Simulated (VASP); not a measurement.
# B (P6_3/mmc) in VASP: notebook

B is run at these levels: PBE; tasks: single point, relaxation of cell and atoms.

Program: VASP 6.6.1. These are calculated values, not measurements. Logs are shortened: lines on timing, memory, paths and dates and some standing lists are left out, and cuts for length are marked.

**1. The cell of the first run**

It takes space group P6_3/mmc (No. 194, hexagonal). Conventional cell: a = 1.712 Å, b = 1.712 Å, c = 8.100 Å, α = 90.00°, β = 90.00°, γ = 120.00°. Within 2.3 Å of B (site symmetry -6m2) lie 6 B at 1.71 Å.

This isn't the form of B at room conditions, which is rhombohedral.

**2. Single point, PBE**

Contents of INCAR:

```
SYSTEM = B
PREC = Accurate
ENCUT = 520
EDIFF = 1E-6
ISMEAR = 0
SIGMA = 0.1
LREAL = .FALSE.
LASPH = .TRUE.
NELM = 100
ALGO = Normal
ISIF = 2
LWAVE = .FALSE.
LCHARG = .FALSE.
GGA = PE
NBANDS = 10
```

Contents of KPOINTS:

```
Automatic mesh
0
G
  36 36 8
  0 0 0
```

Contents of POSCAR:

```
B
1.0
    1.7119071346      0.0000000000      0.0000000000
   -0.8559535673      1.4825550675      0.0000000000
    0.0000000000      0.0000000000      8.1000893813
B
2
Direct
    0.6666666667      0.3333333333      0.2500000000
    0.3333333333      0.6666666667      0.7500000000
```

Potentials or basis: VASP PAW PBE potentials, release 64 (B).

Launch:

```
$ cat potpaw_PBE.64/B/POTCAR > POTCAR
$ mpirun -np 1 vasp_std > vasp.out
```

OUTCAR:

```text
SYSTEM = B
   PREC = Accurate
   ENCUT = 520
   EDIFF = 1E-6
   ISMEAR = 0
   LREAL = .FALSE.
   LASPH = .TRUE.
   NELM = 100
   ISIF = 2
   GGA = PE

 ion  position               nearest neighbor table
   1  0.667  0.333  0.250-
   2  0.333  0.667  0.750-

  LATTYP: Found a hexagonal cell.
 ALAT       =     1.7119071346
 C/A-ratio  =     4.7316172809

  Lattice vectors:

 A1 = (   1.7119071346,   0.0000000000,   0.0000000000)
 A2 = (  -0.8559535673,   1.4825550675,   0.0000000000)
 A3 = (   0.0000000000,   0.0000000000,   8.1000893813)

Analysis of symmetry for initial positions (statically):
=====================================================================
 Subroutine PRICEL returns:
 Original cell was already a primitive cell.

 Routine SETGRP: Setting up the symmetry group for a
 hexagonal supercell.

 Subroutine GETGRP returns: Found 24 space group operations
 (whereof 12 operations were pure point group operations)
 out of a pool of 24 trial point group operations.

The static configuration has the point symmetry D_3d.
 The point group associated with its full space group is D_6h.

Analysis of symmetry for dynamics (positions and initial velocities):
=====================================================================
 Subroutine PRICEL returns:
 Original cell was already a primitive cell.

 Routine SETGRP: Setting up the symmetry group for a
 hexagonal supercell.

 Subroutine GETGRP returns: Found 24 space group operations
 (whereof 12 operations were pure point group operations)
 out of a pool of 24 trial point group operations.

The dynamic configuration has the point symmetry D_3d.
 The point group associated with its full space group is D_6h.

 Subroutine INISYM returns: Found 24 space group operations
 (whereof 12 operations are pure point group operations),
 and found     1 'primitive' translations

----------------------------------------------------------------------------------------

                                     Primitive cell

  volume of cell :      20.5580

  direct lattice vectors                    reciprocal lattice vectors
     1.711907135  0.000000000  0.000000000     0.584143836  0.337255601  0.000000000
    -0.855953567  1.482555068  0.000000000     0.000000000  0.674511202  0.000000000
     0.000000000  0.000000000  8.100089381     0.000000000  0.000000000  0.123455428

  length of vectors
     1.711907135  1.711907135  8.100089381     0.674511202  0.674511202  0.123455428

  position of ions in fractional coordinates (direct lattice)
     0.666666667  0.333333333  0.250000000
     0.333333333  0.666666667  0.750000000

  ion indices of the primitive-cell ions
   primitive index   ion index
                 1           1
                 2           2

----------------------------------------------------------------------------------------

 KPOINTS: Automatic mesh

Automatic generation of k-mesh.
 Grid dimensions read from file:
 generate k-points for:   36   36    8

 Generating k-lattice:

  Cartesian coordinates                     Fractional coordinates (reciprocal lattice)
     0.016226218  0.009368211  0.000000000     0.027777778  0.000000000  0.000000000
     0.000000000  0.018736422  0.000000000     0.000000000  0.027777778  0.000000000
     0.000000000  0.000000000  0.015431928     0.000000000  0.000000000  0.125000000

  Length of vectors
     0.018736422  0.018736422  0.015431928

  Shift w.r.t. Gamma in fractional coordinates (k-lattice)
     0.000000000  0.000000000  0.000000000

 Subroutine IBZKPT returns following result:
 ===========================================

 Found    635 irreducible k-points:

 Following reciprocal coordinates:
            Coordinates               Weight
  0.000000  0.000000  0.000000      1.000000
  0.027778 -0.000000  0.000000      6.000000
  0.055556 -0.000000  0.000000      6.000000
  0.083333  0.000000  0.000000      6.000000
  0.111111 -0.000000  0.000000      6.000000
  0.138889  0.000000  0.000000      6.000000
[... 16 lines left out ...]
  0.111111  0.027778  0.000000     12.000000
  0.138889  0.027778  0.000000     12.000000
 [... further k-points ...]
   k-points           NKPTS =    635   k-points in BZ     NKDIM =    635   number of bands    NBANDS=     10
   number of dos      NEDOS =    301   number of ions     NIONS =      2
   total plane-waves  NPLWV =  11760
   dimension x,y,z NGX =    14 NGY =   14 NGZ =   60
   dimension x,y,z NGXF=    28 NGYF=   28 NGZF=  120
   ions per type =               2
   NGX,Y,Z   is equivalent  to a cutoff of  13.60, 13.60, 12.31 a.u.
   NGXF,Y,Z  is equivalent  to a cutoff of  27.19, 27.19, 24.63 a.u.
 SYSTEM =  B
   PREC   = accura    normal or accurate (medium, high low for compatibility)
   ISTART =      0    job   : 0-new  1-cont  2-samecut
   ICHARG =      2    charge: 1-file 2-atom 10-const
   ISPIN  =      1    spin polarized calculation?
   LNONCOLLINEAR =      F non collinear calculations
   LSORBIT =      F    spin-orbit coupling
   LASPH  =      T    aspherical Exc in radial PAW
   ENCUT  =  520.0 eV  38.22 Ry    6.18 a.u.   3.18  3.18 15.06*2*pi/ulx,y,z
   NELM   =    100;   NELMIN=  2; NELMDL= -5     # of ELM steps
   EDIFF  = 0.1E-05   stopping-criterion for ELM
   LREAL  =      F    real-space projection
   EDIFFG = 0.1E-04   stopping-criterion for IOM
   NSW    =      0    number of steps for IOM
   IBRION =     -1    ionic relax: 0-MD 1-quasi-New 2-CG
   NFREE  =      0    steps in history (QN), initial steepest desc. (CG)
   ISIF   =      2    stress and relaxation
   ISYM   =      2    0-nonsym 1-usesym 2-fastsym
   POTIM  = 0.5000    time-step for ionic-motion
   TEBEG  =    0.0;   TEEND  =   0.0 temperature during run
   PSTRESS=    0.0 pullay stress
   NELECT =       6.0000    total number of electrons
   NUPDOWN=      -1.0000    fix difference up-down
   EMIN   =  10.00;   EMAX   =-10.00  energy-range for DOS
   EFERMI =   0.00;   METHOD = LEGACY
   ISMEAR =     0;   SIGMA  =   0.10  broadening in eV -4-tet -1-fermi 0-gaus
   EFERMI_NEDOS =   21; number of points for ismear=-14 and -15
   IALGO  =     38    algorithm
   IMIX   =      4    mixing-type and parameters
     AMIX     =   0.40;   BMIX     =  1.00
     AMIX_MAG =   1.60;   BMIX_MAG =  1.00
  volume/ion in A,a.u.               =      10.28        69.37
  Fermi-wavevector in a.u.,A,eV,Ry     =   1.085921  2.052093 16.044327  1.179225
  Thomas-Fermi vector in A             =   2.222046
   LORBIT       =      0    0 simple, 1 ext, 2 COOP (PROOUT), +10 PAW based schemes
   GGA     = PE    functional components
   LHFCALC =     F    Hartree Fock is set to
   AEXX    =    0.0000 exact exchange contribution
   IVDW    =     0    specifies the selected vdW correction
   LEPSILON=     F    determine dielectric tensor
   LRPA    =     F    only Hartree local field effects (RPA)
 non-spin polarized calculation
 Gauss-broadening in eV      SIGMA  =   0.10
  energy-cutoff  :      520.00
  volume of cell :       20.56
 maximum number of plane-waves:       577
 NGX is ok and might be reduce to    14
   NGX =  7   NGY =  7   NGZ = 31

 number of electron       6.0000000 magnetization

 Free energy of the ion-electron system (eV)
  ---------------------------------------------------
  ext. energy  EPLUGINS =         0.00000000
  ---------------------------------------------------
  free energy    TOTEN  =       -11.99854640 eV

  energy without entropy =      -11.99622525  energy(sigma->0) =      -11.99738582

 E-fermi :   4.3367     XC(G=0):  -9.3616

 val. band max:        4.3331512712   @ k =   0.3611   0.2222   0.3750
 cond. band min:       4.3373328444   @ k =   0.3611   0.2222   0.5000
 fundamental gap:      0.0041815732
 Fermi energy:         4.3366676303

 k-point     1 :       0.0000    0.0000    0.0000
  band No.  band energies     occupation
      1     -12.7084      2.00000
      2     -12.5755      2.00000
      3      -3.8410      2.00000
      4      -2.8062      2.00000
      5       6.3300      0.00000
      6      11.2713      0.00000
      7      14.8465      0.00000
      8      24.6268      0.00000
      9      28.8762      0.00000
     10      28.8765      0.00000

 k-point     2 :       0.0278   -0.0000    0.0000
  band No.  band energies     occupation
      1     -12.6731      2.00000
      2     -12.5406      2.00000
      3      -3.7900      2.00000
      4      -2.7557      2.00000
      5       6.3759      0.00000
      6      11.3216      0.00000
      7      14.8781      0.00000
      8      24.6713      0.00000
      9      28.4601      0.00000
     10      28.7421      0.00000

 k-point     3 :       0.0556   -0.0000    0.0000
  band No.  band energies     occupation
      1     -12.5671      2.00000
      2     -12.4362      2.00000
      3      -3.6372      2.00000
      4      -2.6046      2.00000
      5       6.5132      0.00000
      6      11.4722      0.00000
      7      14.9711      0.00000
      8      24.8041      0.00000
      9      27.6795      0.00000
     10      28.3046      0.00000

 k-point     4 :       0.0833    0.0000    0.0000
  band No.  band energies     occupation
      1     -12.3908      2.00000
      2     -12.2623      2.00000
      3      -3.3828      2.00000
      4      -2.3529      2.00000
      5       6.7415      0.00000
      6      11.7229      0.00000
      7      15.1212      0.00000
      8      25.0233      0.00000
      9      26.7185      0.00000
     10      27.5950      0.00000
[... 222 lines left out ...]
 k-point    22 :       0.0833    0.0278    0.0000
  band No.  band energies     occupation
      1     -12.2500      2.00000
      2     -12.1234      2.00000
      3      -3.1795      2.00000
      4      -2.1517      2.00000
      5       6.9236      0.00000
      6      11.9231      0.00000
      7      15.2368      0.00000
      8      25.1967      0.00000
      9      26.1297      0.00000
     10      27.0944      0.00000

 k-point    23 :       0.1111    0.0278    0.0000
  band No.  band energies     occupation
      1     -11.9689      2.00000
      2     -11.8461      2.00000
      3      -2.7732      2.00000
      4      -1.7499      2.00000
      5       7.2862      0.00000
      6      12.3225      0.00000
      7      15.4509      0.00000
      8      24.9348      0.00000
      9      25.5404      0.00000
     10      26.0095      0.00000

 k-point    24 :       0.1389    0.0278    0.0000
  band No.  band energies     occupation
      1     -11.6188      2.00000
      2     -11.5007      2.00000
      3      -2.2663      2.00000
      4      -1.2488      2.00000
      5       7.7353      0.00000
      6      12.8198      0.00000
      7      15.6774      0.00000
      8      23.5510      0.00000
      9      24.7490      0.00000
     10      25.9311      0.00000

 [... further k-points ...]

------------------------ aborting loop because EDIFF is reached ----------------------------------------

  FORCE on cell =-STRESS in cart. coord.  units (eV):
  Direction    XX          YY          ZZ          XY          YZ          ZX
  --------------------------------------------------------------------------------------
  -------------------------------------------------------------------------------------
  Total       -0.0085776     -0.0085776     -0.0172534      0.0000000     -0.0000000      0.0000000
  in kB       -0.6684904     -0.6684904     -1.3446347      0.0000000     -0.0000000      0.0000000
  external PRESSURE =      -0.8938718 kB  Pullay stress =       0.0000000 kB

 VOLUME and BASIS-vectors are now :
 -----------------------------------------------------------------------------
  energy-cutoff  :      520.00
  volume of cell :       20.56
      direct lattice vectors                 reciprocal lattice vectors
     1.711907135  0.000000000  0.000000000     0.584143836  0.337255601  0.000000000
    -0.855953567  1.482555068  0.000000000     0.000000000  0.674511202  0.000000000
     0.000000000  0.000000000  8.100089381     0.000000000  0.000000000  0.123455428

 POSITION                                       TOTAL-FORCE (eV/Angst)
 -----------------------------------------------------------------------------------
      0.85595      0.49419      2.02502         0.000000     -0.000000      0.000000
     -0.00000      0.98837      6.07507        -0.000000      0.000000      0.000000
 -----------------------------------------------------------------------------------
    total drift:                               -0.000000     -0.000000     -0.000000

  FREE ENERGIE OF THE ION-ELECTRON SYSTEM (eV)
  ---------------------------------------------------
  free  energy   TOTEN  =       -11.9985463968 eV

  energy  without entropy=      -11.9962252477  energy(sigma->0) =      -11.99738582
```

Run time: 53 s. Hardware: 1 thread of Intel Xeon Platinum 8488C (Sapphire Rapids), shared host; peak memory 0.21 GiB.

What came out:

```yaml
Free_energy: -11.9985 eV
Pressure: -0.1 GPa
Band_gap_on_the_k_mesh: zero (bands 3 and 4 overlap by 11.02 eV)
```

Caveat: this functional lacks dispersion, which binds the layers, so the pressure and a relaxed spacing across them are unreliable.

**3. Relaxation of cell and atoms, PBE**

Contents of INCAR:

```
PREC = Accurate
ENCUT = 600
EDIFF = 1E-6
ISMEAR = 0
SIGMA = 0.1
LREAL = False
LASPH = True
NELM = 80
ALGO = Normal
ISIF = 3
LWAVE = False
LCHARG = False
GGA = PE
IBRION = 2
NSW = 100
EDIFFG = -0.01
```

Contents of KPOINTS:

```
Automatic mesh
0
Gamma
  36 36 8
```

POSCAR is that of step 2.

Potentials or basis: VASP PAW PBE potentials, release 64 (B).

Launch:

```
$ cat potpaw_PBE.64/B/POTCAR > POTCAR
$ mpirun -np 1 vasp_std > vasp.out
```

Wall time 46 s (1 thread of Intel Xeon Platinum 8488C (Sapphire Rapids), shared host); peak memory 0.21 GiB.

The run converged. Its results:

| Item | Value |
| --- | --- |
| Free energy | -12.0004 eV |
| Pressure after relaxing | -0.1 GPa |
| Band gap on the k mesh | zero (bands 3 and 4 overlap by 11.02 eV) |

Final structure:
```xyz
2
Lattice="1.7119 0.0000 0.0000 -0.8560 1.4826 0.0000 0.0000 0.0000 8.1001" Properties=species:S:1:pos:R:3 pbc="T T T"
B     0.8560    0.4942    2.0250
B     0.0000    0.9884    6.0751
```

Levels at points of the mesh, in eV from the Fermi level:
| k point | band 1 | band 2 | band 3 | band 4 | band 5 | band 6 | band 7 |
| --- | --- | --- | --- | --- | --- | --- | --- |
| (0.00, 0.00, 0.00) | -17.04 | -16.91 | -8.18 | -7.14 | 1.99 | 6.93 | 10.51 |
| (0.50, 0.00, 0.00) | -8.75 | -8.74 | 1.20 | 1.29 | 5.52 | 5.77 | 12.17 |
| (0.00, 0.00, 0.50) | -16.98 | -16.98 | -7.70 | -7.70 | 3.82 | 3.82 | 15.10 |
| (0.50, 0.00, 0.50) | -8.74 | -8.74 | 1.25 | 1.25 | 5.65 | 5.65 | 12.51 |

Caveat: the relaxation stopped at its first step, so nothing moved; this functional lacks dispersion, which binds the layers, so the pressure and a relaxed spacing across them are unreliable.

(Part 1 of 2 ends here.)
